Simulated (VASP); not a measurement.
## InP: single point with PBE

Crystal: InP.

```
CELL_PARAMETERS angstrom
0.00000 3.07623 3.07623
3.07623 0.00000 3.07623
3.07623 3.07623 0.00000
ATOMIC_POSITIONS crystal
In 0.00000 0.00000 0.00000
P 0.25000 0.25000 0.25000
```

This cell differs from its parent crystal: volume scaled by 1.10.

```json
{"Program": "VASP 6.6.1", "Task": "single point", "Functional": "PBE", "Potentials or basis": "VASP PAW PBE potentials, release 64 (In_d, P)", "Cutoff": "520 eV", "k mesh": "10 × 10 × 10", "Occupations": "gaussian, width 0.02 eV", "Spin": "no spin polarisation", "Dipole correction": "no", "Further INCAR settings": "ALGO = Normal; EDIFF = 1e-06; NBANDS = 16"}
```

```json
{
 "Pressure": "-4.5 GPa",
 "Band gap on the k mesh": "zero (filled and empty bands touch)"
}
```

Levels at points of the mesh, in eV from the Fermi level:
```
           k point  band 5  band 6  band 7  band 8  band 9  band 10  band 11  band 12  band 13  band 14
(0.00, 0.00, 0.00)  -13.89  -10.63   -0.08   -0.01   -0.01    -0.01     4.05     4.05     4.05     7.93
(0.50, 0.00, 0.00)  -13.88   -9.34   -5.05   -0.79   -0.79     1.14     4.75     4.75     6.71     8.87
(0.50, 0.50, 0.00)  -13.87   -8.84   -5.18   -1.88   -1.88     1.98     2.21     8.36     8.62     8.62
```

Run time: 54 s on 1 thread of Intel Xeon 6975P-C, with other jobs on the host, peak memory 0.2 GiB.

Caveat: spin-orbit coupling is left out, which moves the levels of the heavy elements.
